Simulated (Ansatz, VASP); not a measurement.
C in VASP and in Ansatz

```
C
1.0
     2.48962    0.00000    0.00000
    -1.24481    2.15608    0.00000
     0.00000    0.00000    8.21427
C
8
Cartesian
  -0.1140 0.0000 0.7634
  0.1140 0.0000 4.8705
  0.1140 0.0000 3.3437
  -0.1140 0.0000 7.4509
  -0.0945 1.4374 1.2777
  1.3393 0.7187 5.3848
  0.0945 1.4374 2.8295
  1.1504 0.7187 6.9366
```

Change from the starting cell: mode 4 frozen in at -0.114 Å and mode 5 at +0.000 Å (largest displacements).

Alike in both runs: task single point; functional LDA; k mesh 12 × 12 × 4; occupations gaussian, width 0.05 eV; no spin polarisation.

```csv
,VASP,Ansatz
version,VASP 6.6.1,Ansatz 0.2.0
potentials or method,"VASP PAW LDA potentials, release 64 (C), cutoff 520 eV","scalar-relativistic, plane waves, PAW"
valence electrons in the cell,32,32
```

Ansatz gave:

| Property | Result |
| --- | --- |
| gap on the k mesh at the Fermi level (eV) | 4.61 |
| least direct gap on the mesh (eV) | 5.36 |
| pressure (GPa) | 0.1 |
| traceless stress, the component that is largest in VASP (GPa) | -1.09 |
| rms of the force components (eV/Å) | 0.417 |

What did VASP give for the same quantities?

gap on the k mesh at the Fermi level (eV): 4.60; least direct gap on the mesh (eV): 5.36; pressure (GPa): 1.8; traceless stress, the component that is largest in VASP (GPa): -1.07; rms of the force components (eV/Å): 0.416.

Ansatz warns that its potentials were made for another functional, while VASP's fit it. LDA's correlation is that of Perdew and Zunger in VASP and of Perdew and Wang (1992) in Ansatz. Atom by atom the forces differ by 0.006 eV/Å (rms over components).
